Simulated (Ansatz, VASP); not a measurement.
## In2S in VASP and in Ansatz

```
CELL_PARAMETERS angstrom
0.00000 3.41718 3.41718
3.41718 0.00000 3.41718
3.41718 3.41718 0.00000
ATOMIC_POSITIONS crystal
S 0.00000 0.00000 0.00000
In 0.25000 0.25000 0.25000
In 0.75000 0.75000 0.75000
```

Alike in both runs: task single point; functional PBE; k mesh 4 × 4 × 4; occupations gaussian, width 0.05 eV; no spin polarisation.

|  | VASP | Ansatz |
| --- | --- | --- |
| version | VASP 6.6.1 | Ansatz 0.2.0 |
| potentials or method | VASP PAW PBE potentials, release 64 (S, In_d), cutoff 500 eV | scalar-relativistic, plane waves, PAW |
| valence electrons in the cell | 32 | 32 |

```csv
,VASP,Ansatz,Ansatz less VASP
gap on the k mesh at the Fermi level (eV),none,none,-
pressure (GPa),5.8,5.8,+0.02
```

A gap of «none» marks a metal or a gap that the smearing closes. The functional is the same, so the differences come from potentials, cutoffs and numerics.

The k mesh is coarse, so the values compare programs but aren't converged.
